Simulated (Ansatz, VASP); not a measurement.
Two plane-wave programs on SiB2

```
Si B
1.0
     2.96566    0.00000    0.00000
    -1.48283    2.56834    0.00000
     0.00000    0.00000    7.99412
Si B
2 4
Direct
  0.00000 0.00000 0.00000
  0.00000 0.00000 0.50000
  0.33333 0.66667 0.25000
  0.66667 0.33333 0.75000
  0.00000 0.00000 0.25000
  0.00000 0.00000 0.75000
```

Alike in both runs: functional PBE; k mesh 6 × 6 × 2; occupations gaussian, width 0.1 eV; no spin polarisation.

Ansatz relaxed the structure, and its values are those at the end. VASP's run is a single point on that final structure, the one shown.

```csv
,VASP,Ansatz
version,VASP 6.6.1,Ansatz 0.2.0
potentials or method,"VASP PAW PBE potentials, release 64 (Si, B), cutoff 520 eV","scalar-relativistic, plane waves, PAW"
valence electrons in the cell,20,20
```

```csv
,VASP,Ansatz,Ansatz less VASP
gap on the k mesh at the Fermi level (eV),none,none,-
pressure (GPa),0.0,0.0,-0.01
```

A gap of «none» marks a metal or a gap that the smearing closes.

The k mesh is coarse, so the values compare programs but aren't converged.
